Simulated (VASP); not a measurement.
Here is a VASP 6.6.1 calculation.

The input POSCAR:

```
NaCl
1.0
    0.0000000000      2.8026988303      2.8026988303
    2.9459167406      0.0000000000      2.8026988303
    2.9459167406      2.8026988303      0.0000000000
Na Cl
1 1
Direct
    0.0000000000      0.0000000000      0.0000000000
    0.5000000000      0.5000000000      0.5000000000
```

File INCAR.step1:

```
SYSTEM = NaCl
PREC = Accurate ; ENCUT = 520
ISMEAR = 0 ; SIGMA = 0.01
LREAL = .False. ; LASPH = .True.
NELM = 60 ; NBANDS = 14
GGA = PE ; ALGO = Normal
EDIFF = 1E-4 ; LWAVE = .True.
LCHARG = .False.
```

The input INCAR.step2:

```
SYSTEM = NaCl
PREC = Accurate ; ENCUT = 520
EDIFF = 1E-6 ; ISMEAR = 0
SIGMA = 0.01 ; LREAL = .False.
LASPH = .True. ; NELM = 60
ALGO = Normal ; ISIF = 2
LWAVE = .False. ; LCHARG = .True.
METAGGA = R2SCAN ; LMIXTAU = .True.
LELF = .True. ; LVHAR = .True.
NBANDS = 14 ; ISTART = 1
```

Contents of KPOINTS:

```
regular mesh
0
Gamma
  8 8 8
  0 0 0
```

Potentials or basis: VASP PAW PBE potentials, release 64 (Na_pv, Cl).

Launch:

```bash
$ cat potpaw_PBE.64/Na_pv/POTCAR potpaw_PBE.64/Cl/POTCAR > POTCAR
$ cp INCAR.step1 INCAR
$ mpirun -np 1 vasp_std > vasp.out
$ cp INCAR.step2 INCAR
$ mpirun -np 1 vasp_std > vasp.out
```

Question: Predict the band gap on the k mesh.

Answer: 5.78 eV.

Question: What does it give for the pressure?

Answer: -1.3 GPa.

Stress tensor (GPa, compression positive):
```
-2.42  0.00  0.00
 0.00 -0.74  0.00
 0.00  0.00 -0.74
```

Caveat: the cell differs from its parent crystal (uniaxial x strain +5.1%); the PAW data sets were made with another functional, which shifts forces and pressure a little. A k mesh can miss the band edges.
